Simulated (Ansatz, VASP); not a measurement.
One calculation of SnSe2, two programs

File INCAR:

```
SYSTEM = SnSe2
PREC = Accurate
ENCUT = 500
EDIFF = 1E-6
ISMEAR = 0
SIGMA = 0.03
LREAL = .False.
LASPH = .True.
NELM = 120
ALGO = Normal
ISIF = 2
LWAVE = .False.
LCHARG = .False.
GGA = PE
IVDW = 12
NBANDS = 20
GGA_COMPAT = .False.
```

File KPOINTS:

```
regular mesh
0
Gamma
  12 12 6
  0 0 0
```

POSCAR

```
SnSe2
1.0
    3.8880000000      0.0000000000      0.0000000000
   -1.9440000000      3.3671067699      0.0000000000
    0.0000000000      0.0000000000      6.0099097605
Sn Se
1 2
Direct
    0.0000000000      0.0000000000      0.0000000000
    0.3333333333      0.6666666667      0.2651331237
    0.6666666667      0.3333333333      0.7348668763
```

Input for Ansatz:

```yaml
crystal:
  lattice:
    - [3.888, 0.0, 0.0]
    - [-1.944, 3.3671067699, 0.0]
    - [0.0, 0.0, 6.0099097605]
  atoms:
    - { symbol: Sn, position: [0.0, 0.0, 0.0] }
    - { symbol: Se, position: [0.3333333333, 0.6666666667, 0.2651331237] }
    - { symbol: Se, position: [0.6666666667, 0.3333333333, 0.7348668763] }
basis:
  ecutwfc: 420
kpoints:
  mp_grid: { grid: [12, 12, 6] }
hamiltonian:
  xc: pbe
  dispersion: d3bj
scf:
  occupations: { method: gaussian, width: 0.03 }
output:
  forces: true
  stress: true
  eigenvalues: true
```

Alike in both runs: task single point; functional PBE; dispersion D3(BJ); k mesh 12 × 12 × 6; occupations gaussian, width 0.03 eV; no spin polarisation.

```csv
,VASP,Ansatz
version,VASP 6.6.1,Ansatz 0.2.0
potentials or method,"VASP PAW PBE potentials, release 64 (Sn_d, Se), cutoff 500 eV","scalar-relativistic, plane waves, PAW"
valence electrons in the cell,26,46
```

|  | VASP | Ansatz | Ansatz less VASP |
| --- | --- | --- | --- |
| gap on the k mesh at the Fermi level (eV) | 0.29 | 0.29 | +0.005 |
| least direct gap on the mesh (eV) | 0.60 | 0.62 | +0.011 |
| pressure (GPa) | -1.5 | -1.6 | -0.06 |
| traceless stress, the component that is largest in VASP (GPa) | 0.48 | 0.47 | -0.007 |
| rms of the force components (eV/Å) | 0.048 | 0.054 | +0.0057 |

Atom by atom the forces differ by 0.006 eV/Å (rms over components). VASP's potentials hold 26 valence electrons a cell and Ansatz's 46, so a difference there can come from the potentials and not from the codes.
